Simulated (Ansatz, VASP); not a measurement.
# Two plane-wave programs on TiCo2

The input POSCAR:

```
TiCo2
1.0
    0.0000000000      3.3520000000      3.3520000000
    3.3520000000      0.0000000000      3.3520000000
    3.3520000000      3.3520000000      0.0000000000
Ti Co
2 4
Direct
    0.5000000000      0.5000000000      0.5000000000
    0.7500000000      0.7500000000      0.7500000000
    0.1250000000      0.1250000000      0.1250000000
    0.6250000000      0.1250000000      0.1250000000
    0.1250000000      0.1250000000      0.6250000000
    0.1250000000      0.6250000000      0.1250000000
```

INCAR.step1

```
PREC = Accurate ; ENCUT = 520
ISMEAR = 0 ; SIGMA = 0.1
LREAL = False ; LASPH = True
NELM = 100 ; NBANDS = 39
GGA = PE ; ALGO = Normal
EDIFF = 1E-4 ; LWAVE = True
LCHARG = False
```

INCAR.step2

```
PREC = Accurate ; ENCUT = 520
EDIFF = 1E-6 ; ISMEAR = 0
SIGMA = 0.1 ; LREAL = False
LASPH = True ; NELM = 100
ALGO = Normal ; ISIF = 2
LWAVE = False ; LCHARG = True
METAGGA = R2SCAN ; LMIXTAU = True
LELF = True ; LVHAR = True
NBANDS = 39 ; ISTART = 1
```

File KPOINTS:

```
Automatic mesh
0
Gamma
  10 10 10
```

Input for Ansatz:

```yaml
crystal:
  lattice:
    - [0.0, 3.352, 3.352]
    - [3.352, 0.0, 3.352]
    - [3.352, 3.352, 0.0]
  atoms:
    - { symbol: Ti, position: [0.5, 0.5, 0.5] }
    - { symbol: Ti, position: [0.75, 0.75, 0.75] }
    - { symbol: Co, position: [0.125, 0.125, 0.125] }
    - { symbol: Co, position: [0.625, 0.125, 0.125] }
    - { symbol: Co, position: [0.125, 0.125, 0.625] }
    - { symbol: Co, position: [0.125, 0.625, 0.125] }
basis:
  ecutwfc: 500
kpoints:
  mp_grid: { grid: [10, 10, 10] }
hamiltonian:
  xc: r2scan
scf:
  occupations: { method: gaussian, width: 0.1 }
  lower_state_search: "off"
output:
  forces: true
  stress: true
  eigenvalues: true
```

Alike in both runs: task single point; functional r2SCAN; k mesh 10 × 10 × 10; occupations gaussian, width 0.1 eV; no spin polarisation.

|  | VASP | Ansatz |
| --- | --- | --- |
| version | VASP 6.6.1 | Ansatz 0.2.0 |
| potentials or method | VASP PAW PBE potentials, release 64 (Ti_sv, Co), cutoff 520 eV | scalar-relativistic, plane waves, PAW |
| valence electrons in the cell | 60 | 92 |

Ansatz gave:

| Property | Result |
| --- | --- |
| gap on the k mesh at the Fermi level (eV) | none |
| pressure (GPa) | -11.5 |

Estimate VASP's values.

gap on the k mesh at the Fermi level (eV): none; pressure (GPa): -11.2.

VASP's potentials were made for PBE, not for r2SCAN. A gap of «none» marks a metal or a gap that the smearing closes. The functional is the same, so the differences come from potentials, cutoffs and numerics. VASP's potentials hold 60 valence electrons a cell and Ansatz's 92, so a difference there can come from the potentials and not from the codes.
